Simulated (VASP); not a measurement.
Wanted: the native input for a VASP 6.6.1 run.

| Item | Value |
| --- | --- |
| Task | single point |
| Functional | PBE |
| Potentials or basis | VASP PAW PBE potentials, release 64 (Cu) |
| Cutoff | 520 eV |
| k mesh | 24 × 24 × 24 |
| Occupations | gaussian, width 0.15 eV |
| Spin | no spin polarisation |
| Dipole correction | no |
| Further INCAR settings | ALGO = Fast; EDIFF = 1e-07; NBANDS = 12 |

The structure of Cu lies in POSCAR:

```
Cu
1.0
   -1.4574455681      1.4574455681      1.2615648838
    1.4574455681     -1.4574455681      1.2615648838
    1.4574455681      1.4574455681     -1.2615648838
Cu
1
Direct
    0.0000000000      0.0000000000      0.0000000000
```

These files were run (other wordings do the same):

INCAR

```
ALGO = Fast
EDIFF = 1E-7
ENCUT = 520
GGA = PE
ISIF = 2
ISMEAR = 0
LASPH = T
LCHARG = F
LREAL = F
LWAVE = F
NBANDS = 12
NELM = 100
PREC = Accurate
SIGMA = 0.15
```

KPOINTS

```
k-points
0
Gamma
  24 24 24
```

Potentials or basis: VASP PAW PBE potentials, release 64 (Cu).

Launch:

```sh
$ cat potpaw_PBE.64/Cu/POTCAR > POTCAR
$ mpirun -np 1 vasp_std > vasp.out
```

Results of the run:

```yaml
Pressure: 22.2 GPa
Band_gap_on_the_k_mesh: zero (an odd number of electrons rules out a gap without spin polarisation)
```

Caveat: the cell stands under pressure.

Wall time 92 s on 1 thread of AMD EPYC 9R45 96-Core Processor (Zen 5) (shared host), peak memory 0.21 GiB.
